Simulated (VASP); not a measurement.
# Al (I4/mmm) in VASP: a series of runs

Runs on Al. Level: PBE+D3(BJ). Tasks: single point.

All numbers are computed with VASP 6.6.1; they aren't measurements. Logs are shortened: lines on timing, memory, paths and dates and some standing lists are left out, and cuts for length are marked.

### Step 1. The cell of the first run

It takes space group I4/mmm (No. 139, tetragonal). Conventional cell: a = 2.905 Å, b = 2.905 Å, c = 3.987 Å, α = 90.00°, β = 90.00°, γ = 90.00°. Al (site symmetry 4/mmm) has 12 Al at 2.86 to 2.91 Å within 3.8 Å.

### Step 2. Single point, PBE+D3(BJ) (strain +0.015 along x and y, -0.015 along z)

The input, INCAR:

```
SYSTEM = Al
PREC     = Accurate       ! precision mode
ENCUT    = 520            ! plane-wave cutoff, eV
EDIFF    = 1E-7           ! SCF threshold, eV
ISMEAR   = 0              ! smearing method
SIGMA    = 0.15           ! smearing width, eV
LREAL    = .FALSE.        ! projectors in reciprocal space
LASPH    = .TRUE.         ! aspherical terms in the spheres
NELM     = 80             ! most SCF steps
ALGO     = Normal         ! electronic algorithm
ISIF     = 2              ! what is computed and relaxed
LWAVE    = .FALSE.        ! write WAVECAR
LCHARG   = .FALSE.        ! write CHGCAR
GGA      = PE             ! functional
IVDW     = 12             ! dispersion correction
NBANDS   = 8              ! bands
```

The input, KPOINTS:

```
Automatic mesh
0
G
  20 20 20
  0 0 0
```

The input, POSCAR:

```
Al
1.0
    0.0000000000      2.0543397000      1.9936203000
    2.0543397000      0.0000000000      1.9936203000
    2.0543397000      2.0543397000      0.0000000000
Al
1
Direct
    0.0000000000      0.0000000000      0.0000000000
```

Potentials or basis: VASP PAW PBE potentials, release 64 (Al).

The run is started by

```console
$ cat potpaw_PBE.64/Al/POTCAR > POTCAR
$ mpirun -np 1 vasp_std > vasp.out
```

OUTCAR:

```text
SYSTEM = Al
   PREC = Accurate
   ENCUT = 520
   EDIFF = 1E-7
   ISMEAR = 0
   LREAL = .FALSE.
   LASPH = .TRUE.
   NELM = 80
   ISIF = 2
   GGA = PE
   IVDW = 12
 IVDW          = 12

 ion  position               nearest neighbor table
   1  0.000  0.000  0.000-

  LATTYP: Found a body centered tetragonal cell.
 ALAT       =     2.9052750655
 C/A-ratio  =     1.3724141467

  Lattice vectors:

 A1 = (   0.0000000000,  -2.0543397000,  -1.9936203000)
 A2 = (   0.0000000000,   2.0543397000,  -1.9936203000)
 A3 = (   2.0543397000,   0.0000000000,   1.9936203000)

Analysis of symmetry for initial positions (statically):
=====================================================================
 Subroutine PRICEL returns:
 Original cell was already a primitive cell.

 Routine SETGRP: Setting up the symmetry group for a
 body centered tetragonal supercell.

 Subroutine GETGRP returns: Found 16 space group operations
 (whereof 16 operations were pure point group operations)
 out of a pool of 16 trial point group operations.

The static configuration has the point symmetry D_4h.

Analysis of symmetry for dynamics (positions and initial velocities):
=====================================================================
 Subroutine PRICEL returns:
 Original cell was already a primitive cell.

 Routine SETGRP: Setting up the symmetry group for a
 body centered tetragonal supercell.

 Subroutine GETGRP returns: Found 16 space group operations
 (whereof 16 operations were pure point group operations)
 out of a pool of 16 trial point group operations.

The dynamic configuration has the point symmetry D_4h.

 Subroutine INISYM returns: Found 16 space group operations
 (whereof 16 operations are pure point group operations),
 and found     1 'primitive' translations

----------------------------------------------------------------------------------------

                                     Primitive cell

  volume of cell :      16.8274

  direct lattice vectors                    reciprocal lattice vectors
     0.000000000  2.054339700  1.993620300    -0.243387206  0.243387206  0.250800014
     2.054339700  0.000000000  1.993620300     0.243387206 -0.243387206  0.250800014
     2.054339700  2.054339700  0.000000000     0.243387206  0.243387206 -0.250800014

  length of vectors
     2.862661961  2.862661961  2.905275065     0.425881805  0.425881805  0.425881805

  position of ions in fractional coordinates (direct lattice)
     0.000000000  0.000000000  0.000000000

  ion indices of the primitive-cell ions
   primitive index   ion index
                 1           1

[... 78 lines left out ...]
   ISYM   =      2    0-nonsym 1-usesym 2-fastsym
   POTIM  = 0.5000    time-step for ionic-motion
   TEBEG  =    0.0;   TEEND  =   0.0 temperature during run
   PSTRESS=    0.0 pullay stress
   NELECT =       3.0000    total number of electrons
   NUPDOWN=      -1.0000    fix difference up-down
   EMIN   =  10.00;   EMAX   =-10.00  energy-range for DOS
   EFERMI =   0.00;   METHOD = LEGACY
   ISMEAR =     0;   SIGMA  =   0.15  broadening in eV -4-tet -1-fermi 0-gaus
   EFERMI_NEDOS =   21; number of points for ismear=-14 and -15
   IALGO  =     38    algorithm
   IMIX   =      4    mixing-type and parameters
     AMIX     =   0.40;   BMIX     =  1.00
     AMIX_MAG =   1.60;   BMIX_MAG =  1.00
  volume/ion in A,a.u.               =      16.83       113.56
  Fermi-wavevector in a.u.,A,eV,Ry     =   0.921389  1.741172 11.550766  0.848957
  Thomas-Fermi vector in A             =   2.046800
   LORBIT       =      0    0 simple, 1 ext, 2 COOP (PROOUT), +10 PAW based schemes
   GGA     = PE    functional components
   LHFCALC =     F    Hartree Fock is set to
   AEXX    =    0.0000 exact exchange contribution
   IVDW    =    12    specifies the selected vdW correction
   LEPSILON=     F    determine dielectric tensor
   LRPA    =     F    only Hartree local field effects (RPA)
 non-spin polarized calculation
 Gauss-broadening in eV      SIGMA  =   0.15
  energy-cutoff  :      520.00
  volume of cell :       16.83
 maximum number of plane-waves:       467
 NGX is ok and might be reduce to    24
   NGX = 11   NGY = 11   NGZ = 11

 number of electron       3.0000000 magnetization

 Free energy of the ion-electron system (eV)
  ---------------------------------------------------
  ext. energy  EPLUGINS =         0.00000000
  ---------------------------------------------------
  free energy    TOTEN  =        -3.74568195 eV

  energy without entropy =       -3.74135086  energy(sigma->0) =       -3.74351641

 E-fermi :   7.8228     XC(G=0): -10.1259

 val. band max:        7.8158816750   @ k =  -0.4500   0.3500   0.0500
 cond. band min:       7.8407461654   @ k =   0.4000   0.1000   0.0500
 fundamental gap:      0.0248644904
 Fermi energy:         7.8227554168

 k-point     1 :       0.0000    0.0000    0.0000
  band No.  band energies     occupation
      1      -3.2028      2.00000
      2      20.2126      0.00000
      3      20.2126      0.00000
      4      20.5305      0.00000
      5      21.5942      0.00000
      6      21.6891      0.00000
      7      21.6891      0.00000
      8      24.1344      0.00000
[... 243 lines left out ...]
 k-point    24 :      -0.3500    0.0500    0.0000
  band No.  band energies     occupation
      1       0.3971      2.00000
      2       7.3034      2.00000
      3      17.3990      0.00000
      4      19.0311      0.00000
      5      19.3823      0.00000
      6      20.7832      0.00000
      7      22.4036      0.00000
      8      25.7067      0.00000

 [... further k-points ...]

------------------------ aborting loop because EDIFF is reached ----------------------------------------

 Edisp (eV)   -0.32952

 E8    (eV) :    -0.1473

  FORCE on cell =-STRESS in cart. coord.  units (eV):
  Direction    XX          YY          ZZ          XY          YZ          ZX
  --------------------------------------------------------------------------------------
  -------------------------------------------------------------------------------------
  Total      -0.52277    -0.52277    -0.43956     0.00000     0.00000    -0.00000
  in kB     -49.77373   -49.77373   -41.85178     0.00000     0.00000    -0.00000
  external pressure =      -47.13 kB  Pullay stress =        0.00 kB

 VOLUME and BASIS-vectors are now :
 -----------------------------------------------------------------------------
  energy-cutoff  :      520.00
  volume of cell :       16.83
      direct lattice vectors                 reciprocal lattice vectors
     0.000000000  2.054339700  1.993620300    -0.243387206  0.243387206  0.250800014
     2.054339700  0.000000000  1.993620300     0.243387206 -0.243387206  0.250800014
     2.054339700  2.054339700  0.000000000     0.243387206  0.243387206 -0.250800014

 POSITION                                       TOTAL-FORCE (eV/Angst)
 -----------------------------------------------------------------------------------
      0.00000      0.00000      0.00000         0.000000      0.000000      0.000000
 -----------------------------------------------------------------------------------
    total drift:                               -0.000000      0.000000      0.000000

  FREE ENERGIE OF THE ION-ELECTRON SYSTEM (eV)
  ---------------------------------------------------
  free  energy   TOTEN  =        -4.0752048791 eV

  energy  without entropy=       -4.0708737843  energy(sigma->0) =       -4.07303933
```

It took 21 s on 1 thread of Intel Xeon 6975P-C (Granite Rapids), shared host; peak memory 0.2 GiB.

What came out:

```
Free energy                : -4.0752 eV
Pressure                   : -4.7 GPa
Dispersion energy per atom : -0.330 eV
```

Levels at points of the mesh, in eV from the Fermi level:
```csv
k point,band 1,band 2,band 3,band 4,band 5
"(0.00, 0.00, 0.00)",-11.03,12.39,12.39,12.71,13.77
"(0.50, 0.00, 0.00)",-4.54,-4.38,10.82,11.02,11.47
"(0.50, 0.50, 0.00)",-2.61,-1.21,5.00,5.12,5.12
"(0.50, 0.00, 0.50)",-3.04,-1.83,5.35,5.57,5.77
```

Caveat: the cell differs from its parent crystal (strain +0.015 along x and y, -0.015 along z); pairwise dispersion overbinds metals, which lowers pressure and volume.

### Step 3. Single point, PBE+D3(BJ) (strain +0.000 along x and y, +0.030 along z)

The input, INCAR:

```
SYSTEM = Al
  ALGO = Normal
  EDIFF = 1E-7
  ENCUT = 520
  GGA = PE
  ISIF = 2
  ISMEAR = 0
  IVDW = 12
  LASPH = .TRUE.
  LCHARG = .TRUE.
  LELF = .TRUE.
  LREAL = .FALSE.
  LVHAR = .TRUE.
  LWAVE = .FALSE.
  NBANDS = 8
  NELM = 100
  PREC = Accurate
  SIGMA = 0.15
```

The input, KPOINTS:

```
k-points
0
G
  20 20 20
  0 0 0
```

The input, POSCAR:

```
Al
1.0
    0.0000000000      2.0239800000      2.0846994000
    2.0239800000      0.0000000000      2.0846994000
    2.0239800000      2.0239800000      0.0000000000
Al
1
Direct
    0.0000000000      0.0000000000      0.0000000000
```

Potentials or basis: VASP PAW PBE potentials, release 64 (Al).

The run is started by

```console
$ cat potpaw_PBE.64/Al/POTCAR > POTCAR
$ mpirun -np 1 vasp_std > vasp.out
```

Run time: 22 s. Hardware: 1 thread of Intel Xeon 6975P-C (Granite Rapids), shared host; peak memory 0.2 GiB.

Results (log left out):

```yaml
Free_energy: -4.0662 eV
Pressure: -5.7 GPa
Dispersion_energy_per_atom: -0.324 eV
```

Stress tensor (GPa, compression positive):
```
-5.21  0.00  0.00
 0.00 -5.21  0.00
 0.00  0.00 -6.62
```

Levels at points of the mesh, in eV from the Fermi level:
| k point | band 1 | band 2 | band 3 | band 4 | band 5 |
| --- | --- | --- | --- | --- | --- |
| (0.00, 0.00, 0.00) | -10.93 | 12.19 | 12.51 | 12.51 | 13.60 |
| (0.50, 0.00, 0.00) | -4.49 | -4.37 | 10.61 | 10.91 | 11.37 |
| (0.50, 0.50, 0.00) | -3.14 | -2.03 | 5.44 | 5.76 | 5.76 |
| (0.50, 0.00, 0.50) | -2.74 | -1.43 | 5.11 | 5.13 | 5.34 |

Caveat: the cell differs from its parent crystal (strain +0.000 along x and y, +0.030 along z); pairwise dispersion overbinds metals, which lowers pressure and volume.

(Continued in part 2 of 2.)
